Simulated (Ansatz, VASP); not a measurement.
**Two plane-wave programs on CoSi2**

```xyz
3
Lattice="-1.4115 1.6618 4.0203 1.4115 -1.6618 4.0203 1.4115 1.6618 -4.0203" Properties=species:S:1:pos:R:3 pbc="T T T"
Co    0.0000    0.0000    0.0000
Si    0.0000    0.0000    2.7229
Si    0.0000    0.0000    5.3177
```

Alike in both runs: task single point; functional PBE; k mesh 20 × 20 × 20; occupations gaussian, width 0.1 eV; no spin polarisation.

|  | VASP | Ansatz |
| --- | --- | --- |
| version | VASP 6.6.1 | Ansatz 0.2.0 |
| potentials or method | VASP PAW PBE potentials, release 64 (Co, Si), cutoff 520 eV | scalar-relativistic, plane waves, PAW |
| valence electrons in the cell | 17 | 25 |

```csv
,VASP,Ansatz,Ansatz less VASP
gap on the k mesh at the Fermi level (eV),none,none,-
pressure (GPa),-7.7,-7.0,+0.64
"traceless stress, the component that is largest in VASP (GPa)",-7.42,-7.48,-0.057
rms of the force components (eV/Å),0.200,0.203,+0.0039
```

Atom by atom the forces differ by 0.004 eV/Å (rms over components). A gap of «none» marks a metal or a gap that the smearing closes. The functional is the same, so the differences come from potentials, cutoffs and numerics. VASP's potentials hold 17 valence electrons a cell and Ansatz's 25, so a difference there can come from the potentials and not from the codes.
